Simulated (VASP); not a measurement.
# F (Fm-3m) in VASP: further runs

Runs on F. Level: PBE. Tasks: single point, relaxation of cell and atoms.

All numbers are computed with VASP 6.6.1; they aren't measurements. Logs are shortened: lines on timing, memory, paths and dates and some standing lists are left out, and cuts for length are marked.

### Step 1. The cell of the first run

It takes space group Fm-3m (No. 225, cubic). The conventional cell has a = 3.463 Å, b = 3.463 Å, c = 3.463 Å, α = 90.00°, β = 90.00°, γ = 90.00°. F (site symmetry m-3m) has 12 F at 2.45 Å within 3.2 Å.

### Step 2. Single point, PBE (volume scaled by 1.017, to set the pressure)

The input, INCAR:

```
SYSTEM = F
  PREC = Accurate
  ENCUT = 600
  EDIFF = 1E-6
  ISMEAR = -1
  SIGMA = 0.08
  LREAL = .FALSE.
  LASPH = .TRUE.
  NELM = 120
  ALGO = Normal
  ISIF = 2
  LWAVE = .FALSE.
  LCHARG = .FALSE.
  GGA = PE
  NBANDS = 10
  GGA_COMPAT = .FALSE.
```

The input, KPOINTS:

```
Automatic mesh
0
G
  18 18 18
  0 0 0
```

The input, POSCAR:

```
F
1.0
    0.0000000000      1.7317389579      1.7317389579
    1.7317389579      0.0000000000      1.7317389579
    1.7317389579      1.7317389579      0.0000000000
F
1
Direct
    0.0000000000      0.0000000000      0.0000000000
```

Potentials or basis: VASP PAW PBE potentials, release 64 (F).

Launch:

```sh
cat potpaw_PBE.64/F/POTCAR > POTCAR
mpirun -np 1 vasp_std > vasp.out
```

OUTCAR:

```text
SYSTEM = F
   PREC = Accurate
   ENCUT = 600
   EDIFF = 1E-6
   ISMEAR = -1
   LREAL = .FALSE.
   LASPH = .TRUE.
   NELM = 120
   ISIF = 2
   GGA = PE

 ion  position               nearest neighbor table
   1  0.000  0.000  0.000-

  LATTYP: Found a face centered cubic cell.
 ALAT       =     3.4634779158

  Lattice vectors:

 A1 = (   0.0000000000,   1.7317389579,   1.7317389579)
 A2 = (   1.7317389579,   0.0000000000,   1.7317389579)
 A3 = (   1.7317389579,   1.7317389579,   0.0000000000)

Analysis of symmetry for initial positions (statically):
=====================================================================
 Subroutine PRICEL returns:
 Original cell was already a primitive cell.

 Routine SETGRP: Setting up the symmetry group for a
 face centered cubic supercell.

 Subroutine GETGRP returns: Found 48 space group operations
 (whereof 48 operations were pure point group operations)
 out of a pool of 48 trial point group operations.

The static configuration has the point symmetry O_h .

Analysis of symmetry for dynamics (positions and initial velocities):
=====================================================================
 Subroutine PRICEL returns:
 Original cell was already a primitive cell.

 Routine SETGRP: Setting up the symmetry group for a
 face centered cubic supercell.

 Subroutine GETGRP returns: Found 48 space group operations
 (whereof 48 operations were pure point group operations)
 out of a pool of 48 trial point group operations.

The dynamic configuration has the point symmetry O_h .

 Subroutine INISYM returns: Found 48 space group operations
 (whereof 48 operations are pure point group operations),
 and found     1 'primitive' translations

----------------------------------------------------------------------------------------

                                     Primitive cell

  volume of cell :      10.3867

  direct lattice vectors                    reciprocal lattice vectors
     0.000000000  1.731738958  1.731738958    -0.288727119  0.288727119  0.288727119
     1.731738958  0.000000000  1.731738958     0.288727119 -0.288727119  0.288727119
     1.731738958  1.731738958  0.000000000     0.288727119  0.288727119 -0.288727119

  length of vectors
     2.449048721  2.449048721  2.449048721     0.500090039  0.500090039  0.500090039

  position of ions in fractional coordinates (direct lattice)
     0.000000000  0.000000000  0.000000000

  ion indices of the primitive-cell ions
   primitive index   ion index
                 1           1

----------------------------------------------------------------------------------------

 KPOINTS: Automatic mesh

Automatic generation of k-mesh.
 Grid dimensions read from file:
 generate k-points for:   18   18   18

 Generating k-lattice:

  Cartesian coordinates                     Fractional coordinates (reciprocal lattice)
    -0.016040395  0.016040395  0.016040395     0.055555556  0.000000000  0.000000000
     0.016040395 -0.016040395  0.016040395     0.000000000  0.055555556  0.000000000
     0.016040395  0.016040395 -0.016040395     0.000000000  0.000000000  0.055555556

  Length of vectors
     0.027782780  0.027782780  0.027782780

  Shift w.r.t. Gamma in fractional coordinates (k-lattice)
     0.000000000  0.000000000  0.000000000

 Subroutine IBZKPT returns following result:
 ===========================================

 Found    195 irreducible k-points:

 Following reciprocal coordinates:
            Coordinates               Weight
  0.000000  0.000000  0.000000      1.000000
  0.055556  0.000000  0.000000      8.000000
  0.111111  0.000000  0.000000      8.000000
  0.166667  0.000000  0.000000      8.000000
  0.222222  0.000000  0.000000      8.000000
  0.277778  0.000000  0.000000      8.000000
[... 16 lines left out ...]
 -0.277778  0.055556  0.000000     24.000000
 -0.222222  0.055556  0.000000     24.000000
 [... further k-points ...]
   k-points           NKPTS =    195   k-points in BZ     NKDIM =    195   number of bands    NBANDS=     10
   number of dos      NEDOS =    301   number of ions     NIONS =      1
   total plane-waves  NPLWV =   8000
   dimension x,y,z NGX =    20 NGY =   20 NGZ =   20
   dimension x,y,z NGXF=    40 NGYF=   40 NGZF=   40
   ions per type =               1
   NGX,Y,Z   is equivalent  to a cutoff of  13.58, 13.58, 13.58 a.u.
   NGXF,Y,Z  is equivalent  to a cutoff of  27.15, 27.15, 27.15 a.u.
 SYSTEM =  F
   PREC   = accura    normal or accurate (medium, high low for compatibility)
   ISTART =      0    job   : 0-new  1-cont  2-samecut
   ICHARG =      2    charge: 1-file 2-atom 10-const
   ISPIN  =      1    spin polarized calculation?
   LNONCOLLINEAR =      F non collinear calculations
   LSORBIT =      F    spin-orbit coupling
   LASPH  =      T    aspherical Exc in radial PAW
   ENCUT  =  600.0 eV  44.10 Ry    6.64 a.u.   4.89  4.89  4.89*2*pi/ulx,y,z
   NELM   =    120;   NELMIN=  2; NELMDL= -5     # of ELM steps
   EDIFF  = 0.1E-05   stopping-criterion for ELM
   LREAL  =      F    real-space projection
   EDIFFG = 0.1E-04   stopping-criterion for IOM
   NSW    =      0    number of steps for IOM
   IBRION =     -1    ionic relax: 0-MD 1-quasi-New 2-CG
   NFREE  =      0    steps in history (QN), initial steepest desc. (CG)
   ISIF   =      2    stress and relaxation
   ISYM   =      2    0-nonsym 1-usesym 2-fastsym
   POTIM  = 0.5000    time-step for ionic-motion
   TEBEG  =    0.0;   TEEND  =   0.0 temperature during run
   PSTRESS=    0.0 pullay stress
   NELECT =       7.0000    total number of electrons
   NUPDOWN=      -1.0000    fix difference up-down
   EMIN   =  10.00;   EMAX   =-10.00  energy-range for DOS
   EFERMI =   0.00;   METHOD = LEGACY
   ISMEAR =    -1;   SIGMA  =   0.08  broadening in eV -4-tet -1-fermi 0-gaus
   EFERMI_NEDOS =   21; number of points for ismear=-14 and -15
   IALGO  =     38    algorithm
   IMIX   =      4    mixing-type and parameters
     AMIX     =   0.40;   BMIX     =  1.00
     AMIX_MAG =   1.60;   BMIX_MAG =  1.00
  volume/ion in A,a.u.               =      10.39        70.09
  Fermi-wavevector in a.u.,A,eV,Ry     =   1.435319  2.712360 28.029913  2.060140
  Thomas-Fermi vector in A             =   2.554631
   LORBIT       =      0    0 simple, 1 ext, 2 COOP (PROOUT), +10 PAW based schemes
   GGA     = PE    functional components
   LHFCALC =     F    Hartree Fock is set to
   AEXX    =    0.0000 exact exchange contribution
   IVDW    =     0    specifies the selected vdW correction
   LEPSILON=     F    determine dielectric tensor
   LRPA    =     F    only Hartree local field effects (RPA)
 non-spin polarized calculation
  energy-cutoff  :      600.00
  volume of cell :       10.39
 maximum number of plane-waves:       356
   NGX =  9   NGY =  9   NGZ =  9

 number of electron       7.0000005 magnetization

 Free energy of the ion-electron system (eV)
  ---------------------------------------------------
  ext. energy  EPLUGINS =         0.00000000
  ---------------------------------------------------
  free energy    TOTEN  =        -0.79684894 eV

  energy without entropy =       -0.73863041  energy(sigma->0) =       -0.76773967

 E-fermi :  -3.7424     XC(G=0): -10.1623

 val. band max:       -3.7494414820   @ k =   0.2778   0.1667   0.0556
 cond. band min:      -3.7420480854   @ k =  -0.3333   0.2222   0.0000
 fundamental gap:      0.0073933965
 Fermi energy:        -3.7424375026

 k-point     1 :       0.0000    0.0000    0.0000
  band No.  band energies     occupation
      1     -25.2417      2.00000
      2      -3.2330      0.00342
      3      -3.2330      0.00342
      4      -3.2330      0.00342
      5       9.8221      0.00000
      6      31.1340      0.00000
      7      31.1340      0.00000
      8      31.1340      0.00000
      9      35.0191      0.00000
     10      41.1198      0.00000

 k-point     2 :       0.0556    0.0000    0.0000
  band No.  band energies     occupation
      1     -25.2024      2.00000
      2      -3.3807      0.02149
      3      -3.2452      0.00399
      4      -3.2452      0.00399
      5       9.9932      0.00000
      6      29.9516      0.00000
      7      31.1900      0.00000
      8      31.1900      0.00000
      9      36.1722      0.00000
     10      39.3515      0.00000

 k-point     3 :       0.1111    0.0000    0.0000
  band No.  band energies     occupation
      1     -25.0877      2.00000
      2      -3.7935      1.30863
      3      -3.2802      0.00617
      4      -3.2802      0.00617
      5      10.4775      0.00000
      6      27.9435      0.00000
      7      31.3034      0.00000
      8      31.3034      0.00000
      9      37.1738      0.00000
     10      37.9505      0.00000

 k-point     4 :       0.1667    0.0000    0.0000
  band No.  band energies     occupation
      1     -24.9070      2.00000
      2      -4.3971      1.99944
      3      -3.3332      0.01194
      4      -3.3332      0.01194
      5      11.2041      0.00000
      6      25.9474      0.00000
      7      31.3096      0.00000
      8      31.3096      0.00000
      9      36.3670      0.00000
     10      37.1447      0.00000
[... 222 lines left out ...]
 k-point    22 :      -0.3333    0.0556    0.0000
  band No.  band energies     occupation
      1     -24.0668      2.00000
      2      -6.6444      2.00000
      3      -3.6847      0.65429
      4      -3.5147      0.10968
      5      14.5085      0.00000
      6      20.5584      0.00000
      7      28.5566      0.00000
      8      29.9664      0.00000
      9      35.1119      0.00000
     10      38.2976      0.00000

 k-point    23 :      -0.2778    0.0556    0.0000
  band No.  band energies     occupation
      1     -24.3088      2.00000
      2      -6.0400      2.00000
      3      -3.6294      0.39169
      4      -3.4451      0.04745
      5      13.5002      0.00000
      6      21.9636      0.00000
      7      29.0218      0.00000
      8      30.6170      0.00000
      9      35.5598      0.00000
     10      36.8561      0.00000

 k-point    24 :      -0.2222    0.0556    0.0000
  band No.  band energies     occupation
      1     -24.5648      2.00000
      2      -5.3539      2.00000
      3      -3.5575      0.18033
      4      -3.3750      0.02004
      5      12.5170      0.00000
      6      23.5284      0.00000
      7      29.5777      0.00000
      8      31.3299      0.00000
      9      35.7797      0.00000
     10      36.1033      0.00000

 [... further k-points ...]
[... 5 lines left out ...]
  --------------------------------------------------------------------------------------
  -------------------------------------------------------------------------------------
  Total       -0.0869059     -0.0869059     -0.0869059     -0.0000000      0.0000000      0.0000000
  in kB      -13.4054935    -13.4054935    -13.4054935     -0.0000000      0.0000000      0.0000000
  external PRESSURE =     -13.4054935 kB  Pullay stress =       0.0000000 kB

 VOLUME and BASIS-vectors are now :
 -----------------------------------------------------------------------------
  energy-cutoff  :      600.00
  volume of cell :       10.39
      direct lattice vectors                 reciprocal lattice vectors
     0.000000000  1.731738958  1.731738958    -0.288727119  0.288727119  0.288727119
     1.731738958  0.000000000  1.731738958     0.288727119 -0.288727119  0.288727119
     1.731738958  1.731738958  0.000000000     0.288727119  0.288727119 -0.288727119

 POSITION                                       TOTAL-FORCE (eV/Angst)
 -----------------------------------------------------------------------------------
      0.00000      0.00000      0.00000         0.000000      0.000000      0.000000
 -----------------------------------------------------------------------------------
    total drift:                                0.000000      0.000000      0.000000

  FREE ENERGIE OF THE ION-ELECTRON SYSTEM (eV)
  ---------------------------------------------------
  free  energy   TOTEN  =        -0.7968489351 eV

  energy  without entropy=       -0.7386304106  energy(sigma->0) =       -0.76773967
```

It took 24 s on 1 thread of Intel Xeon 8259CL, shared host; peak memory 0.13 GiB.

What came out:

```
Free energy : -0.7968 eV
Pressure    : -1.3 GPa
```

Caveat: the cell differs from its parent crystal (volume scaled by 1.017, to set the pressure); an odd number of electrons without spin polarisation forces a metal; a magnetic or distorted state may lie lower.

### Step 3. Relaxation of cell and atoms, PBE, target pressure -0.82 GPa, at which the enthalpy is minimised

The input, INCAR:

```
SYSTEM = F
  PREC = Accurate
  ENCUT = 600
  EDIFF = 1E-7
  ISMEAR = -1
  SIGMA = 0.08
  LREAL = .False.
  LASPH = .True.
  NELM = 120
  ALGO = Normal
  ISIF = 3
  LWAVE = .False.
  LCHARG = .False.
  GGA = PE
  IBRION = 2
  NSW = 60
  EDIFFG = -0.005
  PSTRESS = -8.2
  GGA_COMPAT = .False.
  NELMIN = 4
```

The input, KPOINTS:

```
Automatic mesh
0
Gamma
  18 18 18
  0 0 0
```

POSCAR is that of step 2.

Potentials or basis: VASP PAW PBE potentials, release 64 (F).

Launch:

```sh
cat potpaw_PBE.64/F/POTCAR > POTCAR
mpirun -np 1 vasp_std > vasp.out
```

OUTCAR:

```text
SYSTEM = F
   PREC = Accurate
   ENCUT = 600
   EDIFF = 1E-7
   ISMEAR = -1
   LREAL = .False.
   LASPH = .True.
   NELM = 120
   ISIF = 3
   GGA = PE
   IBRION = 2
   NSW = 60
   EDIFFG = -0.005
   PSTRESS = -8.2
   NELMIN = 4

 ion  position               nearest neighbor table
   1  0.000  0.000  0.000-

  LATTYP: Found a face centered cubic cell.
 ALAT       =     3.4634779158

  Lattice vectors:

 A1 = (   0.0000000000,   1.7317389579,   1.7317389579)
 A2 = (   1.7317389579,   0.0000000000,   1.7317389579)
 A3 = (   1.7317389579,   1.7317389579,   0.0000000000)

Analysis of symmetry for initial positions (statically):
[... 247 lines left out ...]
 Free energy of the ion-electron system (eV)
  ---------------------------------------------------
  ext. energy  EPLUGINS =         0.00000000
  ---------------------------------------------------
  free energy    TOTEN  =        -0.79770503 eV

  energy without entropy =       -0.74048320  energy(sigma->0) =       -0.76909411

 E-fermi :  -3.6363     XC(G=0): -10.2293

 val. band max:       -3.6436382296   @ k =   0.2778   0.1667   0.0556
 cond. band min:      -3.6355610644   @ k =  -0.3333   0.2222   0.0000
 fundamental gap:      0.0080771652
 Fermi energy:        -3.6362632120

 k-point     1 :       0.0000    0.0000    0.0000
  band No.  band energies     occupation
      1     -25.2050      2.00000
      2      -3.1164      0.00301
      3      -3.1164      0.00301
      4      -3.1164      0.00301
      5      10.0292      0.00000
      6      31.3899      0.00000
      7      31.3899      0.00000
[... 221 lines left out ...]
 k-point    24 :      -0.2222    0.0556    0.0000
  band No.  band energies     occupation
      1     -24.5097      2.00000
      2      -5.2768      2.00000
      3      -3.4475      0.17271
      4      -3.2611      0.01822
      5      12.7386      0.00000
      6      23.7461      0.00000
      7      29.8310      0.00000

 [... further k-points ...]
[... 5 lines left out ...]
  --------------------------------------------------------------------------------------
  -------------------------------------------------------------------------------------
  Total       -0.0520440     -0.0520440     -0.0520440      0.0000000      0.0000000      0.0000000
  in kB       -8.1271518     -8.1271518     -8.1271518      0.0000000      0.0000000      0.0000000
  external PRESSURE =       0.0728482 kB  Pullay stress =      -8.2000000 kB
[... 20 lines left out ...]
  energy  without entropy=       -0.7404831954  energy(sigma->0) =       -0.76909411

  enthalpy is  TOTEN    =        -0.8502155372 eV   P V=       -0.0525105069

 reached required accuracy - stopping structural energy minimisation
```

Wall time 43 s (1 thread of Intel Xeon 8259CL, shared host); peak memory 0.13 GiB.

Results:

| Property | Result |
| --- | --- |
| Free energy | -0.7977 eV |
| Relaxed volume | 10.26 Å³/atom |
| Relaxed cell | a = 2.439 Å, b = 2.439 Å, c = 2.439 Å, α = 60.00°, β = 60.00°, γ = 60.00° |
| Space group after relaxing (to 0.05 Å) | Fm-3m (No. 225) |
| Energy change on relaxing (the enthalpy is what falls) | -0.9 meV/atom |
| Ionic steps | 3 |
| Pressure after relaxing | -0.8 GPa |

The path:
| step | energy change (eV) | largest force (eV/Å) | pressure (GPa) | volume (Å³) |
| --- | --- | --- | --- | --- |
| 1 | 0.0000 | 0.0000 | -1.34 | 10.39 |
| 2 | -0.0004 | 0.0000 | -1.13 | 10.34 |
| 3 | -0.0009 | 0.0000 | -0.81 | 10.26 |

Final structure:
```xyz
1
Lattice="0.0000 1.7247 1.7247 1.7247 0.0000 1.7247 1.7247 1.7247 0.0000" Properties=species:S:1:pos:R:3 pbc="T T T"
F     0.0000    0.0000    0.0000
```

Caveat: the cell is relaxed towards a set pressure, so the enthalpy falls and the energy may rise; an odd number of electrons without spin polarisation forces a metal; a magnetic or distorted state may lie lower.
